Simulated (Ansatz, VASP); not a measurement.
Two plane-wave programs on Ru

```xyz
1
Lattice="0.0000 1.9034 1.9034 1.9034 0.0000 1.9034 1.9034 1.9034 0.0000" Properties=species:S:1:pos:R:3 pbc="T T T"
Ru    0.0000    0.0000    0.0000
```

Alike in both runs: task single point; functional PBE; k mesh 8 × 8 × 8; occupations gaussian, width 0.05 eV; no spin polarisation.

|  | VASP | Ansatz |
| --- | --- | --- |
| version | VASP 6.6.1 | Ansatz 0.2.0 |
| potentials or method | VASP PAW PBE potentials, release 64 (Ru_pv), cutoff 500 eV | scalar-relativistic, plane waves, PAW |
| valence electrons in the cell | 14 | 16 |

|  | VASP | Ansatz | Ansatz less VASP |
| --- | --- | --- | --- |
| gap on the k mesh at the Fermi level (eV) | none | none | - |
| pressure (GPa) | -0.1 | 0.0 | +0.04 |

A gap of «none» marks a metal or a gap that the smearing closes. The functional is the same, so the differences come from potentials, cutoffs and numerics. VASP's potentials hold 14 valence electrons a cell and Ansatz's 16, so a difference there can come from the potentials and not from the codes.
